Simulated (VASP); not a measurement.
A run of VASP 6.6.1:

INCAR

```
PREC = Accurate
ENCUT = 520
EDIFF = 1E-6
ISMEAR = 0
SIGMA = 0.05
LREAL = F
LASPH = T
NELM = 60
ALGO = Normal
ISIF = 2
LWAVE = F
LCHARG = F
GGA = CA
NBANDS = 16
```

The input KPOINTS:

```
regular mesh
0
Gamma
  9 9 6
```

Contents of POSCAR:

```
AlN
1.0
    3.1195000000      0.0000000000      0.0000000000
   -1.5597500000      2.7015662471      0.0000000000
    0.0000000000      0.0000000000      4.5481000000
Al N
2 2
Direct
    0.3333333333      0.6666666667     -0.0115437418
    0.6666666667      0.3333333333      0.4884562582
    0.3333333333      0.6666666667      0.3965437418
    0.6666666667      0.3333333333      0.8965437418
```

Potentials or basis: VASP PAW LDA potentials, release 64 (Al, N).

Launch:

```bash
$ cat potpaw_LDA.64/Al/POTCAR potpaw_LDA.64/N/POTCAR > POTCAR
$ mpirun -np 1 vasp_std > vasp.out
```

Hardware: 1 thread of Intel(R) Xeon(R) 6975P-C (Granite Rapids), with other jobs on the host.

Problem. How long does it take, and how much memory?

Solution. It took 7.9 s on 1 thread of Intel(R) Xeon(R) 6975P-C (Granite Rapids) (shared host), peak memory 0.14 GiB. Counts: scf iterations 12, k points 48.
